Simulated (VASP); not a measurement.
Input of a VASP 6.6.1 run:

The input POSCAR:

```
BaTiO3
1.0
    3.9723167996      0.0000000000      0.0000000000
    0.0000000000      3.9723167996      0.0000000000
    0.0000000000      0.0000000000      4.1123825565
Ba Ti O
1 1 3
Direct
    0.0000000000      0.0000000000      0.9986901058
    0.5000000000      0.5000000000      0.4745255192
    0.5000000000      0.5000000000      0.0315737038
    0.5000000000      0.0000000000      0.5146449361
    0.0000000000      0.5000000000      0.5146449361
```

The input INCAR.step1:

```
SYSTEM = BaTiO3
  PREC = Accurate
  ENCUT = 520
  ISMEAR = 0
  SIGMA = 0.05
  LREAL = .False.
  LASPH = .True.
  NELM = 60
  NBANDS = 28
  GGA = PE
  ALGO = Normal
  EDIFF = 1E-4
  LWAVE = .True.
  LCHARG = .False.
```

INCAR.step2

```
SYSTEM = BaTiO3
  PREC = Accurate
  ENCUT = 520
  EDIFF = 1E-6
  ISMEAR = 0
  SIGMA = 0.05
  LREAL = .False.
  LASPH = .True.
  NELM = 60
  ALGO = Normal
  ISIF = 2
  LWAVE = .False.
  LCHARG = .False.
  METAGGA = R2SCAN
  LMIXTAU = .True.
  NBANDS = 28
  ISTART = 1
```

Contents of KPOINTS:

```
regular mesh
0
Gamma
  8 8 8
  0 0 0
```

Potentials or basis: VASP PAW PBE potentials, release 64 (Ba_sv, Ti_sv, O).

Launch:

```bash
$ cat potpaw_PBE.64/Ba_sv/POTCAR potpaw_PBE.64/Ti_sv/POTCAR potpaw_PBE.64/O/POTCAR > POTCAR
$ cp INCAR.step1 INCAR
$ mpirun -np 1 vasp_std > vasp.out
$ cp INCAR.step2 INCAR
$ mpirun -np 1 vasp_std > vasp.out
```

**Question.** Predict the pressure.

**Answer.** 1.9 GPa.

**Question.** What does it give for the band gap on the k mesh?

**Answer.** 2.20 eV (least direct gap 2.71 eV).

Forces in eV/Å, atoms in the order of the input:
```
Ba   0.000  0.000 -0.134
Ti   0.000  0.000  0.270
O    0.000  0.000 -0.139
O    0.000  0.000  0.001
O    0.000  0.000  0.001
```

Caveat: the cell differs from its parent crystal (all Ba atoms moved +0.025 Å, as atom 1 along Cartesian [0 0 1]); the PAW data sets were made with another functional, which shifts forces and pressure a little; spin-orbit coupling is left out, which moves the levels of the heavy elements. A k mesh can miss the band edges.
